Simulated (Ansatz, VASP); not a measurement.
**One calculation of P3O2, two programs**

```xyz
5
Lattice="3.0914 1.7848 1.7234 -3.0914 1.7848 1.7234 0.0000 -3.5696 1.7234" Properties=species:S:1:pos:R:3 pbc="T T T"
P    -1.5457    0.8924    0.8617
P     0.0000   -1.7848    0.8617
P     1.5457    0.8924    0.8617
O     0.0000    0.0000    3.8164
O     0.0000    0.0000    1.3538
```

Alike in both runs: functional PBE; k mesh 12 × 12 × 12; occupations gaussian, width 0.1 eV; no spin polarisation.

Ansatz relaxed the structure, and its values are those at the end. VASP's run is a single point on that final structure, the one shown.

|  | VASP | Ansatz |
| --- | --- | --- |
| version | VASP 6.6.1 | Ansatz 0.2.0 |
| potentials or method | VASP PAW PBE potentials, release 64 (P, O), cutoff 520 eV | scalar-relativistic, plane waves, PAW |
| valence electrons in the cell | 27 | 27 |

|  | VASP | Ansatz | Ansatz less VASP |
| --- | --- | --- | --- |
| gap on the k mesh at the Fermi level (eV) | none | none | - |
| pressure (GPa) | -0.4 | 0.0 | +0.35 |
| rms of the force components (eV/Å) | 0.011 | 0.001 | -0.0100 |

A gap of «none» marks a metal or a gap that the smearing closes. The functional is the same, so the differences come from potentials, cutoffs and numerics.
